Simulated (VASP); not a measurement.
# Sb (Fd-3m) in VASP: relaxation of cell and atoms with r2SCAN

Aim: the relaxation of cell and atoms of Sb with r2SCAN.

All numbers are computed with VASP 6.6.1; they aren't measurements. Logs are shortened: lines on timing, memory, paths and dates and some standing lists are left out, and cuts for length are marked.

## 1. The cell of the first run

The structure is cubic, space group Fd-3m (No. 227). The conventional cell has a = 6.490 Å, b = 6.490 Å, c = 6.490 Å, α = 90.00°, β = 90.00°, γ = 90.00°. Sb (site symmetry -43m) has 4 Sb at 2.81 Å within 3.7 Å.

This isn't the form of Sb at room conditions, which is rhombohedral.

## 2. Relaxation of cell and atoms, r2SCAN

POSCAR reads:

```
Sb
1.0
    0.0000000000      3.2448122108      3.2448122108
    3.2448122108      0.0000000000      3.2448122108
    3.2448122108      3.2448122108      0.0000000000
Sb
2
Direct
    0.5000000000      0.5000000000      0.5000000000
    0.7500000000      0.7500000000      0.7500000000
```

INCAR.step1 reads:

```
SYSTEM = Sb
PREC = Accurate ; ENCUT = 550
ISMEAR = 0 ; SIGMA = 0.1
LREAL = .False. ; LASPH = .True.
NELM = 120 ; GGA = PE
ALGO = Normal ; EDIFF = 1E-5
LWAVE = .True. ; LCHARG = .False.
GGA_COMPAT = .False. ; IBRION = 2
ISIF = 3 ; EDIFFG = -0.005
NELMIN = 4 ; NSW = 100
```

INCAR.step2 reads:

```
SYSTEM = Sb
PREC = Accurate ; ENCUT = 550
EDIFF = 1E-7 ; ISMEAR = 0
SIGMA = 0.1 ; LREAL = .False.
LASPH = .True. ; NELM = 120
ALGO = Normal ; ISIF = 3
LWAVE = .False. ; LCHARG = .False.
METAGGA = R2SCAN ; LMIXTAU = .True.
IBRION = 2 ; NSW = 90
EDIFFG = -0.04 ; ISTART = 1
GGA_COMPAT = .False. ; NELMIN = 4
```

KPOINTS reads:

```
regular mesh
0
Gamma
  4 4 4
  0 0 0
```

Potentials or basis: VASP PAW PBE potentials, release 64 (Sb_d_GW).

Launch:

```bash
$ cat potpaw_PBE.64/Sb_d_GW/POTCAR > POTCAR
$ cp INCAR.step1 INCAR
$ mpirun -np 1 vasp_std > vasp.out
$ cp INCAR.step2 INCAR
$ mpirun -np 1 vasp_std > vasp.out
```

OUTCAR:

```text
SYSTEM = Sb
   PREC = Accurate
   ENCUT = 550
   EDIFF = 1E-7
   ISMEAR = 0
   LREAL = .False.
   LASPH = .True.
   NELM = 120
   ISIF = 3
   METAGGA = R2SCAN
   IBRION = 2
   NSW = 90
   EDIFFG = -0.04
   ISTART = 1
   NELMIN = 4

 ion  position               nearest neighbor table
   1  0.500  0.500  0.500-   2 2.81   2 2.81   2 2.81   2 2.81
   2  0.750  0.750  0.750-   1 2.81   1 2.81   1 2.81   1 2.81

  LATTYP: Found a face centered cubic cell.
 ALAT       =     6.4896244216

  Lattice vectors:

 A1 = (   0.0000000000,   3.2448122108,   3.2448122108)
 A2 = (   3.2448122108,   0.0000000000,   3.2448122108)
 A3 = (   3.2448122108,   3.2448122108,   0.0000000000)

Analysis of symmetry for initial positions (statically):
=====================================================================
 Subroutine PRICEL returns:
 Original cell was already a primitive cell.

 Routine SETGRP: Setting up the symmetry group for a
 face centered cubic supercell.

 Subroutine GETGRP returns: Found 48 space group operations
 (whereof 24 operations were pure point group operations)
 out of a pool of 48 trial point group operations.

The static configuration has the point symmetry T_d .
 The point group associated with its full space group is O_h .

Analysis of symmetry for dynamics (positions and initial velocities):
=====================================================================
 Subroutine PRICEL returns:
 Original cell was already a primitive cell.

 Routine SETGRP: Setting up the symmetry group for a
 face centered cubic supercell.

 Subroutine GETGRP returns: Found 48 space group operations
 (whereof 24 operations were pure point group operations)
 out of a pool of 48 trial point group operations.

The dynamic configuration has the point symmetry T_d .
 The point group associated with its full space group is O_h .

 Subroutine INISYM returns: Found 48 space group operations
 (whereof 24 operations are pure point group operations),
 and found     1 'primitive' translations

----------------------------------------------------------------------------------------

                                     Primitive cell

  volume of cell :      68.3280

  direct lattice vectors                    reciprocal lattice vectors
     0.000000000  3.244812211  3.244812211    -0.154092122  0.154092122  0.154092122
     3.244812211  0.000000000  3.244812211     0.154092122 -0.154092122  0.154092122
     3.244812211  3.244812211  0.000000000     0.154092122  0.154092122 -0.154092122

  length of vectors
     4.588857436  4.588857436  4.588857436     0.266895385  0.266895385  0.266895385

  position of ions in fractional coordinates (direct lattice)
     0.500000000  0.500000000  0.500000000
     0.750000000  0.750000000  0.750000000

  ion indices of the primitive-cell ions
   primitive index   ion index
                 1           1
                 2           2

----------------------------------------------------------------------------------------

 KPOINTS: regular mesh

Automatic generation of k-mesh.
 Grid dimensions read from file:
 generate k-points for:    4    4    4

 Generating k-lattice:

  Cartesian coordinates                     Fractional coordinates (reciprocal lattice)
    -0.038523031  0.038523031  0.038523031     0.250000000  0.000000000  0.000000000
     0.038523031 -0.038523031  0.038523031     0.000000000  0.250000000  0.000000000
     0.038523031  0.038523031 -0.038523031     0.000000000  0.000000000  0.250000000

  Length of vectors
     0.066723846  0.066723846  0.066723846

  Shift w.r.t. Gamma in fractional coordinates (k-lattice)
     0.000000000  0.000000000  0.000000000

 Subroutine IBZKPT returns following result:
 ===========================================

 Found      8 irreducible k-points:

 Following reciprocal coordinates:
            Coordinates               Weight
  0.000000  0.000000  0.000000      1.000000
  0.250000  0.000000  0.000000      8.000000
  0.500000  0.000000  0.000000      4.000000
  0.250000  0.250000  0.000000      6.000000
  0.500000  0.250000  0.000000     24.000000
 -0.250000  0.250000  0.000000     12.000000
  0.500000  0.500000  0.000000      3.000000
 -0.250000  0.500000  0.250000      6.000000
   k-points           NKPTS =      8   k-points in BZ     NKDIM =      8   number of bands    NBANDS=     19
   number of dos      NEDOS =    301   number of ions     NIONS =      2
   total plane-waves  NPLWV =  46656
   dimension x,y,z NGX =    36 NGY =   36 NGZ =   36
   dimension x,y,z NGXF=    72 NGYF=   72 NGZF=   72
   ions per type =               2
   NGX,Y,Z   is equivalent  to a cutoff of  13.04, 13.04, 13.04 a.u.
   NGXF,Y,Z  is equivalent  to a cutoff of  26.08, 26.08, 26.08 a.u.
 SYSTEM =  Sb
   PREC   = accura    normal or accurate (medium, high low for compatibility)
   ISTART =      1    job   : 0-new  1-cont  2-samecut
   ICHARG =      0    charge: 1-file 2-atom 10-const
   ISPIN  =      1    spin polarized calculation?
   LNONCOLLINEAR =      F non collinear calculations
   LSORBIT =      F    spin-orbit coupling
   LASPH  =      T    aspherical Exc in radial PAW
   ENCUT  =  550.0 eV  40.42 Ry    6.36 a.u.   8.77  8.77  8.77*2*pi/ulx,y,z
   NELM   =    120;   NELMIN=  4; NELMDL=  0     # of ELM steps
   EDIFF  = 0.1E-06   stopping-criterion for ELM
   LREAL  =      F    real-space projection
   EDIFFG = -.4E-01   stopping-criterion for IOM
   NSW    =     90    number of steps for IOM
   IBRION =      2    ionic relax: 0-MD 1-quasi-New 2-CG
   NFREE  =      1    steps in history (QN), initial steepest desc. (CG)
   ISIF   =      3    stress and relaxation
   ISYM   =      2    0-nonsym 1-usesym 2-fastsym
   POTIM  = 0.5000    time-step for ionic-motion
   TEBEG  =    0.0;   TEEND  =   0.0 temperature during run
   PSTRESS=    0.0 pullay stress
   NELECT =      30.0000    total number of electrons
   NUPDOWN=      -1.0000    fix difference up-down
   EMIN   =  10.00;   EMAX   =-10.00  energy-range for DOS
   EFERMI =   0.00;   METHOD = LEGACY
   ISMEAR =     0;   SIGMA  =   0.10  broadening in eV -4-tet -1-fermi 0-gaus
   EFERMI_NEDOS =   21; number of points for ismear=-14 and -15
   IALGO  =     38    algorithm
   IMIX   =      4    mixing-type and parameters
     AMIX     =   0.40;   BMIX     =  1.00
     AMIX_MAG =   1.60;   BMIX_MAG =  1.00
  volume/ion in A,a.u.               =      34.16       230.55
  Fermi-wavevector in a.u.,A,eV,Ry     =   1.244273  2.351335 21.064749  1.548215
  Thomas-Fermi vector in A             =   2.378547
   LORBIT       =      0    0 simple, 1 ext, 2 COOP (PROOUT), +10 PAW based schemes
   METAGGA = R2SCAN    functional components
   LHFCALC =     F    Hartree Fock is set to
   AEXX    =    0.0000 exact exchange contribution
   IVDW    =     0    specifies the selected vdW correction
   LEPSILON=     F    determine dielectric tensor
   LRPA    =     F    only Hartree local field effects (RPA)
 conjugate gradient relaxation of ions
 non-spin polarized calculation
 Gauss-broadening in eV      SIGMA  =   0.10
  energy-cutoff  :      550.00
  volume of cell :       68.33
 maximum number of plane-waves:      2012
   NGX = 17   NGY = 17   NGZ = 17

--------------------------------------- Ionic step        1  -------------------------------------------

 number of electron      29.9999980 magnetization

 Free energy of the ion-electron system (eV)
  ---------------------------------------------------
  ext. energy  EPLUGINS =         0.00000000
  ---------------------------------------------------
  free energy    TOTEN  =       -50.55363969 eV

  energy without entropy =      -50.54835041  energy(sigma->0) =      -50.55099505

------------------------ aborting loop because EDIFF is reached ----------------------------------------

  FORCE on cell =-STRESS in cart. coord.  units (eV):
  Direction    XX          YY          ZZ          XY          YZ          ZX
  --------------------------------------------------------------------------------------
  -------------------------------------------------------------------------------------
  Total        3.5334978      3.5334978      3.5334978      0.0000000      0.0000000      0.0000000
  in kB       82.8546166     82.8546166     82.8546166      0.0000000      0.0000000      0.0000000
  external PRESSURE =      82.8546166 kB  Pullay stress =       0.0000000 kB

 VOLUME and BASIS-vectors are now :
 -----------------------------------------------------------------------------
  energy-cutoff  :      550.00
  volume of cell :       68.33
      direct lattice vectors                 reciprocal lattice vectors
     0.000000000  3.244812211  3.244812211    -0.154092122  0.154092122  0.154092122
     3.244812211  0.000000000  3.244812211     0.154092122 -0.154092122  0.154092122
     3.244812211  3.244812211  0.000000000     0.154092122  0.154092122 -0.154092122
[... 73 lines left out ...]
 POSITION                                       TOTAL-FORCE (eV/Angst)
 -----------------------------------------------------------------------------------
      3.43929      3.43929      3.43929         0.000000      0.000000      0.000000
      5.15893      5.15893      5.15893        -0.000000     -0.000000     -0.000000
 -----------------------------------------------------------------------------------
    total drift:                                0.000000      0.000000      0.000000

  FREE ENERGIE OF THE ION-ELECTRON SYSTEM (eV)
  ---------------------------------------------------
  free  energy   TOTEN  =       -50.8424780004 eV

  energy  without entropy=      -50.8360345696  energy(sigma->0) =      -50.83925628

--------------------------------------- Ionic step        4  -------------------------------------------

 number of electron      29.9999980 magnetization

 Free energy of the ion-electron system (eV)
  ---------------------------------------------------
  ext. energy  EPLUGINS =         0.00000000
  ---------------------------------------------------
  free energy    TOTEN  =       -50.84289278 eV

  energy without entropy =      -50.83683087  energy(sigma->0) =      -50.83986183

 E-fermi :   2.4424     XC(G=0):  -8.9587

 val. band max:        2.4384593791   @ k =   0.2500   0.2500   0.0000
 cond. band min:       3.2199358853   @ k =   0.0000   0.0000   0.0000
 fundamental gap:      0.7814765062
 Fermi energy:         2.4424301960

 k-point     1 :       0.0000    0.0000    0.0000
  band No.  band energies     occupation
      1     -27.3718      2.00000
      2     -27.3718      2.00000
      3     -27.3718      2.00000
      4     -27.3409      2.00000
      5     -27.3409      2.00000
      6     -27.2383      2.00000
[... 11 lines left out ...]
     18       3.2199      0.00000
     19       7.0356      0.00000
[... 174 lines left out ...]
 POSITION                                       TOTAL-FORCE (eV/Angst)
 -----------------------------------------------------------------------------------
      3.44734      3.44734      3.44734         0.000000      0.000000      0.000000
      5.17101      5.17101      5.17101        -0.000000     -0.000000     -0.000000
 -----------------------------------------------------------------------------------
    total drift:                                0.000000      0.000000      0.000000

  FREE ENERGIE OF THE ION-ELECTRON SYSTEM (eV)
  ---------------------------------------------------
  free  energy   TOTEN  =       -50.8428927801 eV

  energy  without entropy=      -50.8368308727  energy(sigma->0) =      -50.83986183

 reached required accuracy - stopping structural energy minimisation
```

Run time: 9.3 min. Hardware: 1 thread of Intel Xeon Platinum 8259CL at 2.50GHz (Skylake/Cascade Lake), shared host; peak memory 0.23 GiB.

Results:

- Free energy: -50.8429 eV
- Relaxed volume: 40.97 Å³/atom
- Relaxed cell: a = 4.875 Å, b = 4.875 Å, c = 4.875 Å, α = 60.00°, β = 60.00°, γ = 60.00°
- Space group after relaxing (to 0.1 Å): Fd-3m (No. 227)
- Energy gained by relaxing: 144.6 meV/atom
- Ionic steps: 4
- Pressure after relaxing: 0.0 GPa
- Band gap on the k mesh: zero (bands 15 and 16 overlap by 1.39 eV)

Step by step:
```tsv
step	energy change (eV)	largest force (eV/Å)	pressure (GPa)	volume (Å³)
1	0.0000	0.0000	8.29	68.33
2	-0.2545	0.0000	-1.97	87.33
3	-0.2888	0.0000	0.23	81.36
4	-0.2893	0.0000	0.00	81.94
```

Final structure:
```
CELL_PARAMETERS angstrom
0.00000 3.44734 3.44734
3.44734 0.00000 3.44734
3.44734 3.44734 0.00000
ATOMIC_POSITIONS crystal
Sb 0.50000 0.50000 0.50000
Sb 0.75000 0.75000 0.75000
```

Levels at points of the mesh, in eV from the Fermi level:
```
           k point  band 12  band 13  band 14  band 15  band 16  band 17  band 18  band 19
(0.00, 0.00, 0.00)    -4.94    -1.72    -1.72    -1.72     0.78     0.78     0.78     4.59
(0.50, 0.00, 0.00)    -8.17    -2.56    -2.56    -2.01     1.92     1.92     4.68     6.33
(0.50, 0.50, 0.00)    -9.56    -3.49    -3.49    -0.18    -0.18     4.84     4.84     6.96
```

Caveat: the k points lie up to 0.39 Å⁻¹ apart in the final cell, too coarse for converged energies and pressures of a metal; the volume moved by over 15 % at a fixed basis, so the end points are rough; the PAW data sets were made with another functional, which shifts forces and pressure a little; spin-orbit coupling is left out, which moves the levels of the heavy elements.

The gap in the log of VASP goes by the Fermi energy; the results here count the filled bands.